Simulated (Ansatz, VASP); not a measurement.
Two plane-wave programs on Cr

Contents of INCAR:

```
SYSTEM = Cr
AGGAC = 1.0 ; AGGAX = 1.0
ALDAC = 0.0 ; ALDAX = 1.0
ALGO = Normal ; EDIFF = 1E-6
ENCUT = 520 ; GGA = B5
ISIF = 2 ; ISMEAR = -1
ISPIN = 2 ; LASPH = .TRUE.
LCHARG = .TRUE. ; LELF = .TRUE.
LMAXMIX = 4 ; LORBIT = 11
LREAL = .FALSE. ; LVHAR = .TRUE.
LWAVE = .FALSE. ; MAGMOM = 2.632 -2.632
NBANDS = 23 ; NELM = 150
PREC = Accurate ; SIGMA = 0.05
```

Contents of KPOINTS:

```
k-points
0
G
  11 11 11
  0 0 0
```

POSCAR

```
Cr
1.0
    0.0000000000      2.7432689864      2.7432689864
    2.7432689864      0.0000000000      2.7432689864
    2.7432689864      2.7432689864      0.0000000000
Cr
2
Direct
    0.1250000000      0.1250000000      0.1250000000
    0.8750000000      0.8750000000      0.8750000000
```

Input for Ansatz:

```yaml
crystal:
  lattice:
    - [0.0, 2.7432689864, 2.7432689864]
    - [2.7432689864, 0.0, 2.7432689864]
    - [2.7432689864, 2.7432689864, 0.0]
  atoms:
    - { symbol: Cr, position: [0.125, 0.125, 0.125], spin: 2.632 }
    - { symbol: Cr, position: [0.875, 0.875, 0.875], spin: -2.632 }
hamiltonian:
  xc: blyp
  pseudopotentials:
    kind: paw
    azcp:
      Cr: "pseudopotentials/Cr.paw.azcp"
basis:
  ecutwfc: 420
  fft_grid_basis: typed
kpoints:
  mp_grid: { grid: [11, 11, 11], shift: [0, 0, 0] }
magnetization:
  spin_polarized: true
scf:
  occupations: { method: fermi_dirac, width: 0.05 }
  lower_state_search: "off"
output:
  stress: true
  write_density: true
  write_potential: true
  elf: true
  volumetric_format: npy
```

Alike in both runs: task single point; functional BLYP; k mesh 11 × 11 × 11; occupations fermi-dirac, width 0.05 eV; collinear spin.

|  | VASP | Ansatz |
| --- | --- | --- |
| version | VASP 6.6.1 | Ansatz 0.2.0 |
| potentials or method | VASP PAW PBE potentials, release 64 (Cr_pv), cutoff 520 eV | plane waves (420 eV) with PAW, scalar-relativistic |
| valence electrons in the cell | 24 | 28 |

|  | VASP | Ansatz | Ansatz less VASP |
| --- | --- | --- | --- |
| pressure (GPa) | 0.2 | 0.0 | -0.20 |
| net moment per atom (μB) | 0.00 | 0.00 | 0.000 |
| size of the moment on the site where the two differ most (μB) | 2.85 | 2.63 | -0.222 |

VASP's potentials were made for PBE, not for BLYP. Site moments also hang on the region over which each program counts them. VASP's potentials hold 24 valence electrons a cell and Ansatz's 28, so a difference there can come from the potentials and not from the codes.
